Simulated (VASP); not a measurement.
NaMg5Cl11, 17 atoms in the cell. The cell holds a disordered packing, 17 atoms: a = 7.339 Å, b = 7.493 Å, c = 8.059 Å, α = 92.73°, β = 92.60°, γ = 91.54°. 

```yaml
Program: VASP 6.6.1
Task: single point
Functional: PBE
Potentials_or_basis: VASP PAW PBE potentials, release 64 (Na_pv, Cl, Mg)
Cutoff: 520 eV
k_mesh: 1 × 1 × 1
Occupations: fermi-dirac, width 0.0991 eV
Spin: no spin polarisation
Dipole_correction: no
Further_INCAR_settings: ALGO = Normal; EDIFF = 1e-06; NBANDS = 61; ISYM = 0
```

Potentials or basis: VASP PAW PBE potentials, release 64 (Na_pv, Cl, Mg).

Launch:

```sh
$ cat potpaw_PBE.64/Na_pv/POTCAR potpaw_PBE.64/Cl/POTCAR potpaw_PBE.64/Mg/POTCAR > POTCAR
$ mpirun -np 1 vasp_gam > vasp.out
```

Hardware: 1 thread of Intel Xeon 8259CL, on a shared host.

How long does it take, and how much memory?

Wall time 55 s on 1 thread of Intel Xeon 8259CL, with other jobs on the host, peak memory 0.41 GiB. Counts: scf iterations 16, k points 1.
